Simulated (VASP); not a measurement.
## ZnSe: relaxation of cell and atoms with LDA

ZnSe:

```
CELL_PARAMETERS angstrom
2.83380 2.83380 0.00000
-2.83380 2.83380 0.00000
0.00000 2.83380 2.83380
ATOMIC_POSITIONS crystal
Zn 0.00000 0.00000 0.00000
Se 0.75000 0.25000 0.50000
```

| Quantity | Value |
| --- | --- |
| Program | VASP 6.6.1 |
| Task | relaxation of cell and atoms |
| Functional | LDA |
| Potentials or basis | VASP PAW LDA potentials, release 64 (Zn, Se) |
| Cutoff | 600 eV |
| k mesh | 12 × 12 × 12 |
| Occupations | fermi-dirac, width 0.08 eV |
| Spin | no spin polarisation |
| Dipole correction | no |
| Further INCAR settings | ALGO = Normal; EDIFF = 1e-07; IBRION = 2; EDIFFG = -0.002; NSW = 100; ISIF = 3 |

```
Relaxed volume                         : 21.67 Å³/atom
Relaxed cell                           : a = 3.943 Å, b = 3.943 Å, c = 3.943 Å, α = 60.00°, β = 60.00°, γ = 90.00°
Space group after relaxing (to 0.05 Å) : F-43m (No. 216)
Energy gained by relaxing              : 11.0 meV/atom
Ionic steps                            : 3
Pressure after relaxing                : 0.0 GPa
Band gap on the k mesh                 : 1.27 eV, direct
```

Step by step:
| step | energy change (eV) | largest force (eV/Å) | pressure (GPa) | volume (Å³) |
| --- | --- | --- | --- | --- |
| 1 | 0.0000 | 0.0000 | -3.12 | 45.51 |
| 2 | -0.0195 | 0.0000 | 1.17 | 42.66 |
| 3 | -0.0220 | 0.0000 | 0.00 | 43.34 |

Final structure:
```
CELL_PARAMETERS angstrom
2.78804 2.78804 0.00000
-2.78804 2.78804 0.00000
0.00000 2.78804 2.78804
ATOMIC_POSITIONS crystal
Zn 0.00000 0.00000 0.00000
Se 0.75000 0.25000 0.50000
```

Levels at points of the mesh, in eV from the valence-band top:
| k point | band 6 | band 7 | band 8 | band 9 | band 10 | band 11 | band 12 | band 13 |
| --- | --- | --- | --- | --- | --- | --- | --- | --- |
| (0.00, 0.00, 0.00) | -6.46 | 0.00 | 0.00 | 0.00 | 1.27 | 5.69 | 5.69 | 5.69 |
| (0.50, 0.00, 0.00) | -6.28 | -5.61 | -0.95 | -0.95 | 2.46 | 6.28 | 6.28 | 8.48 |
| (0.50, 0.50, 0.00) | -6.26 | -5.04 | -2.38 | -2.38 | 2.70 | 3.32 | 10.89 | 11.43 |

Wall time 36 s on 1 thread of Intel(R) Xeon(R) 6975P-C (Granite Rapids), with other jobs on the host, peak memory 0.2 GiB.

LDA usually gives volumes a few per cent too small. Zero-point motion and thermal expansion aren't in these numbers.
